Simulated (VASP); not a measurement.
CuO:

```
Cu O
1.0
     3.17953    0.00000    0.00000
    -1.58977    2.75356    0.00000
     0.00000    0.00000    4.43149
Cu O
2 2
Direct
  0.00000 0.00000 0.00000
  0.00000 0.00000 0.50000
  0.33333 0.66667 0.25000
  0.66667 0.33333 0.75000
```

Base run:

```yaml
Program: VASP 6.6.1
Functional: LDA
Potentials_or_basis: VASP PAW LDA potentials, release 64 (Cu, O)
Cutoff: 520 eV
k_mesh: 10 × 10 × 6
Occupations: fermi-dirac, width 0.05 eV
Spin: no spin polarisation
Hubbard_terms: Cu d U = 6.0 eV
```

Its results: band gap on the k mesh zero (band 17 reaches 5.12 eV, above the bottom of band 18 at 3.98 eV); pressure -15.6 GPa.

Problem. The run is repeated on the same cell with these changes: hubbard terms from Cu d U = 6.0 eV to Cu d U = 8.0 eV. What comes out?

Solution. Band gap on the k mesh zero (band 17 reaches 4.80 eV, above the bottom of band 18 at 3.65 eV); pressure -17.6 GPa.

Caveats: U without spin polarisation on a metal has little footing.
